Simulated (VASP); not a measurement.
Write the native input for VASP 6.6.1 that does the following.

```
Task                   : single point
Functional             : r2SCAN
Potentials or basis    : VASP PAW PBE potentials, release 64 (Al, Cu)
Cutoff                 : 520 eV
k mesh                 : 1 × 1 × 1
Occupations            : gaussian, width 0.1 eV
Spin                   : no spin polarisation
Dipole correction      : no
Further INCAR settings : ALGO = Normal; EDIFF = 1e-07; NBANDS = 16
```

Al2Cu:

```
Al Cu
1.0
     4.10518    0.00000    0.00000
     0.00000    4.10518    0.00000
     0.00000    0.00000    2.89131
Al Cu
2 1
Direct
  0.50000 0.00000 0.50000
  0.00000 0.50000 0.50000
  0.00000 0.00000 0.00000
```

These files were run (other wordings do the same):

POSCAR

```
Al2Cu
1.0
    4.1051820000      0.0000000000      0.0000000000
    0.0000000000      4.1051820000      0.0000000000
    0.0000000000      0.0000000000      2.8913130000
Al Cu
2 1
Direct
    0.5000000000      0.0000000000      0.5000000000
    0.0000000000      0.5000000000      0.5000000000
    0.0000000000      0.0000000000      0.0000000000
```

INCAR.step1

```
SYSTEM = Al2Cu
PREC = Accurate ; ENCUT = 520
ISMEAR = 0 ; SIGMA = 0.1
LREAL = .False. ; LASPH = .True.
NELM = 100 ; NBANDS = 16
GGA = PE ; ALGO = Normal
EDIFF = 1E-4 ; LWAVE = .True.
LCHARG = .False.
```

INCAR.step2

```
SYSTEM = Al2Cu
PREC = Accurate ; ENCUT = 520
EDIFF = 1E-7 ; ISMEAR = 0
SIGMA = 0.1 ; LREAL = .False.
LASPH = .True. ; NELM = 100
ALGO = Normal ; ISIF = 2
LWAVE = .False. ; LCHARG = .False.
METAGGA = R2SCAN ; LMIXTAU = .True.
NBANDS = 16 ; ISTART = 1
```

KPOINTS

```
regular mesh
0
Gamma
  1 1 1
  0 0 0
```

Potentials or basis: VASP PAW PBE potentials, release 64 (Al, Cu).

The run is started by

```bash
$ cat potpaw_PBE.64/Al/POTCAR potpaw_PBE.64/Cu/POTCAR > POTCAR
$ cp INCAR.step1 INCAR
$ mpirun -np 1 vasp_gam > vasp.out
$ cp INCAR.step2 INCAR
$ mpirun -np 1 vasp_gam > vasp.out
```

It gave:

The pressure is -1.1 GPa.

Caveat: the k points lie up to 2.17 Å⁻¹ apart; the PAW data sets were made with another functional, which shifts forces and pressure a little.

Wall time 12 s on 1 thread of Intel(R) Xeon(R) Platinum 8488C (Sapphire Rapids) (shared host), peak memory 0.15 GiB.
